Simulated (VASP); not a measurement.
## Al2Au: single point with LDA

Crystal: Al2Au.

```
Al Au
1.0
     0.02373    2.91404    2.94910
     2.98814    0.02633    2.94651
     3.03515    2.95846   -0.02069
Al Au
2 1
Direct
  0.23945 0.21717 0.25312
  0.77062 0.74201 0.73793
  0.98813 0.00234 0.03221
```

| Quantity | Value |
| --- | --- |
| Program | VASP 6.6.1 |
| Task | single point |
| Functional | LDA |
| Potentials or basis | VASP PAW LDA potentials, release 64 (Al, Au) |
| Cutoff | 520 eV |
| k mesh | 6 × 6 × 6 |
| Occupations | fermi-dirac, width 0.05 eV |
| Spin | no spin polarisation |

```
Pressure      : 5.0 GPa
Largest force : 2.135 eV/Å
```

Forces in eV/Å, atoms in the order of the input:
```
Al   1.148  0.833  0.977
Al   0.711  0.123 -0.541
Au  -1.859 -0.956 -0.435
```

Stress tensor (GPa, compression positive):
```
2.59 2.38 2.38
2.38 5.80 1.68
2.38 1.68 6.51
```

Levels at points of the mesh, in eV from the Fermi level:
```
           k point  band 6  band 7  band 8  band 9  band 10  band 11  band 12  band 13
(0.00, 0.00, 0.00)   -5.92    2.13    2.48    2.93     3.15     3.95     4.05     4.39
(0.50, 0.00, 0.00)   -5.78   -5.50    0.08    0.66     2.85     3.46     3.70     4.21
(0.00, 0.50, 0.00)   -5.77   -5.52    0.06    0.61     2.84     3.43     3.72     4.27
(0.50, 0.50, 0.00)   -5.62   -5.31   -2.36   -2.03     1.19     2.20     7.65     9.60
(0.00, 0.00, 0.50)   -5.77   -5.72    0.10    0.70     3.23     3.74     4.10     4.41
(0.50, 0.00, 0.50)   -5.60   -5.20   -2.33   -2.20     1.23     1.93     7.63     9.66
(0.00, 0.50, 0.50)   -5.61   -5.21   -2.18   -2.05     1.54     2.08     7.72     9.77
(0.50, 0.50, 0.50)   -5.88   -5.81    0.00    0.44     3.26     3.69     4.08     4.32
```

Wall time 23 s on 1 thread of Intel(R) Xeon(R) 6975P-C (Granite Rapids), with other jobs on the host, peak memory 0.21 GiB.

Caveat: spin-orbit coupling is left out, which moves the levels of the heavy elements; forces of over 1 eV/Å act on the atoms, so gaps and moduli don't describe the material at rest.
